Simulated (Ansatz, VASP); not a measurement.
**One calculation of TiN, two programs**

POSCAR

```
TiN
1.0
    0.0000000000      2.1162573850      2.1162573850
    2.1162573850      0.0000000000      2.1162573850
    2.1162573850      2.1162573850      0.0000000000
Ti N
1 1
Direct
    0.5000000000      0.5000000000      0.5000000000
    0.0000000000      0.0000000000      0.0000000000
```

File INCAR.step1:

```
SYSTEM = TiN
PREC     = Accurate       ! precision mode
ENCUT    = 520            ! plane-wave cutoff, eV
ISMEAR   = 0              ! smearing method
SIGMA    = 0.05           ! smearing width, eV
LREAL    = .FALSE.        ! projectors in reciprocal space
LASPH    = .TRUE.         ! aspherical terms in the spheres
NELM     = 150            ! most SCF steps
ISPIN    = 2              ! spin polarisation
MAGMOM   = 0.05 0         ! initial moments
LMAXMIX  = 4              ! l up to which the mixer works
NBANDS   = 20             ! bands
GGA      = PE             ! functional
ALGO     = Normal         ! electronic algorithm
EDIFF    = 1E-4           ! SCF threshold, eV
LWAVE    = .TRUE.         ! write WAVECAR
LCHARG   = .FALSE.        ! write CHGCAR
```

INCAR.step2

```
SYSTEM = TiN
PREC     = Accurate       ! precision mode
ENCUT    = 520            ! plane-wave cutoff, eV
EDIFF    = 1E-6           ! SCF threshold, eV
ISMEAR   = 0              ! smearing method
SIGMA    = 0.05           ! smearing width, eV
LREAL    = .FALSE.        ! projectors in reciprocal space
LASPH    = .TRUE.         ! aspherical terms in the spheres
NELM     = 150            ! most SCF steps
ALGO     = Normal         ! electronic algorithm
ISIF     = 2              ! what is computed and relaxed
LWAVE    = .FALSE.        ! write WAVECAR
LCHARG   = .TRUE.         ! write CHGCAR
ISPIN    = 2              ! spin polarisation
MAGMOM   = 0.05 0         ! initial moments
LORBIT   = 11             ! projections on sites
LMAXMIX  = 4              ! l up to which the mixer works
METAGGA  = R2SCAN         ! meta-GGA
LMIXTAU  = .TRUE.       
LELF     = .TRUE.         ! ELF
LVHAR    = .TRUE.       
NBANDS   = 20             ! bands
ISTART   = 1
```

Contents of KPOINTS:

```
regular mesh
0
G
  14 14 14
  0 0 0
```

Input for Ansatz:

```yaml
crystal:
  lattice:
    - [0.0, 2.116257385, 2.116257385]
    - [2.116257385, 0.0, 2.116257385]
    - [2.116257385, 2.116257385, 0.0]
  atoms:
    - { symbol: Ti, position: [0.5, 0.5, 0.5], spin: 0.05 }
    - { symbol: "N", position: [0.0, 0.0, 0.0] }
basis:
  ecutwfc: 500
  ecutrho_ratio: 4
kpoints:
  mp_grid: { grid: [14, 14, 14] }
hamiltonian:
  xc: r2scan
scf:
  occupations: { method: gaussian, width: 0.05 }
output:
  forces: true
  stress: true
  eigenvalues: true
  populations: true
magnetization:
  spin_polarized: true
```

Alike in both runs: task single point; functional r2SCAN; k mesh 14 × 14 × 14; occupations gaussian, width 0.05 eV; collinear spin.

|  | VASP | Ansatz |
| --- | --- | --- |
| version | VASP 6.6.1 | Ansatz 0.2.0 |
| potentials or method | VASP PAW PBE potentials, release 64 (Ti_sv, N), cutoff 520 eV | scalar-relativistic, plane waves, PAW |
| valence electrons in the cell | 17 | 17 |

```tsv
	VASP	Ansatz	Ansatz less VASP
gap on the k mesh at the Fermi level (eV)	none	none	-
pressure (GPa)	1.6	0.0	-1.55
net moment per atom (μB)	0.00	0.00	0.000
```

VASP's potentials were made for PBE, not for r2SCAN. A gap of «none» marks a metal or a gap that the smearing closes. With one functional, cell and mesh, what is left measures potentials, basis and numerics. Ansatz's warnings: seeded moment not kept, stability check not made.
